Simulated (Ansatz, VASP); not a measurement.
## Zn in VASP and in Ansatz

```
CELL_PARAMETERS angstrom
2.71706 0.00000 0.00000
-1.35853 2.35304 0.00000
0.00000 0.00000 5.04372
ATOMIC_POSITIONS crystal
Zn 0.33333 0.66667 0.25000
Zn 0.66667 0.33333 0.75000
```

Change from the starting cell: volume scaled by 1.06, crystal datasets.

Alike in both runs: task electric field gradients; functional PBEsol; k mesh 18 × 18 × 8; occupations fermi-dirac, width 0.03 eV; no spin polarisation.

```csv
,VASP,Ansatz
version,VASP 6.6.1,Ansatz 0.2.0
potentials or method,"VASP PAW PBE potentials, release 64 (Zn), cutoff 520 eV","all-electron PAW with datasets made for the crystal, scalar-relativistic"
```

|  | VASP | Ansatz | Ansatz less VASP |
| --- | --- | --- | --- |
| pressure (GPa) | -8.1 | -8.4 | -0.26 |
| traceless stress, the component that is largest in VASP (GPa) | 1.87 | 1.96 | +0.097 |
| size of Vzz on the site where it differs most (V/Å²) | 31.4 | 31.4 | +0.02 |

VASP's potentials were made for PBE, not for PBEsol. Ansatz ran all-electron here, and VASP with PAW potentials.
